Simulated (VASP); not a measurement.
Crystal: CrPb.

```
Cr Pb
1.0
     3.48585    0.00000    0.00000
     0.00000    3.48585    0.00000
     0.00000    0.00000    3.48585
Cr Pb
1 1
Direct
  0.00000 0.00000 0.00000
  0.50000 0.50000 0.50000
```

Base run:

| Item | Value |
| --- | --- |
| Program | VASP 6.6.1 |
| Functional | PBEsol |
| Potentials or basis | VASP PAW PBE potentials, release 64 (Cr_pv, Pb_d) |
| Cutoff | 520 eV |
| k mesh | 12 × 12 × 12 |
| Occupations | gaussian, width 0.1 eV |
| Spin | collinear spin, ferromagnetic start |
| Starting moments | [0.5, 0.0] μB |

Its results: pressure 0.0 GPa; site moments Cr +3.68; Pb -0.05 μB.

Task: The run is repeated on the same cell with these changes: moments at the start from [0.5, 0.0] to [1.27, -0.1]; fixed moment from none to 1 μB. What comes out?

Result: Pressure -13.8 GPa; site moments Cr +1.15; Pb -0.10 μB.

Caveats: the PAW data sets were made with another functional, which shifts forces and pressure a little; an empty level that is flat over the whole mesh can mark a ghost state of the potentials, or a narrow d or f band (at least some runs); the cell stands under tension (at least some runs); the total moment is fixed, so each spin has its own Fermi level (at least some runs).
